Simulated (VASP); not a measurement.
BaTiO3, 5 atoms in the cell. The structure is trigonal, space group R3m (No. 160). The conventional cell has a = 5.576 Å, b = 5.576 Å, c = 6.841 Å, α = 90.00°, β = 90.00°, γ = 120.00°. Ba (site symmetry 3m) has 12 O at 2.74 to 2.84 Å and 8 Ti at 3.36 to 3.48 Å within 3.6 Å. Within 2.5 Å of Ti (site symmetry 3m) lie 6 O at 1.89 to 2.06 Å. Within 2.5 Å of O (site symmetry m) lie 2 Ti at 1.89 to 2.06 Å. 

| Item | Value |
| --- | --- |
| Program | VASP 6.6.1 |
| Task | single point |
| Functional | LDA |
| Potentials or basis | VASP PAW LDA potentials, release 64 (Ba_sv, Ti_sv, O) |
| Cutoff | 520 eV |
| k mesh | 6 × 6 × 6 |
| Occupations | fermi-dirac, width 0.02 eV |
| Spin | no spin polarisation |
| Dipole correction | no |
| Further INCAR settings | ALGO = Normal; EDIFF = 1e-07; NBANDS = 28 |

Potentials or basis: VASP PAW LDA potentials, release 64 (Ba_sv, Ti_sv, O).

Launch:

```bash
$ cat potpaw_LDA.64/Ba_sv/POTCAR potpaw_LDA.64/Ti_sv/POTCAR potpaw_LDA.64/O/POTCAR > POTCAR
$ mpirun -np 1 vasp_std > vasp.out
```

Hardware: 1 thread of Intel(R) Xeon(R) Platinum 8259CL CPU @ 2.50GHz (Skylake/Cascade Lake) (shared host).

Q: How long does it take, and how much memory?

A: It took 84 s on 1 thread of Intel(R) Xeon(R) Platinum 8259CL CPU @ 2.50GHz (Skylake/Cascade Lake) (shared host), peak memory 0.18 GiB. Counts: scf iterations 16, k points 32.
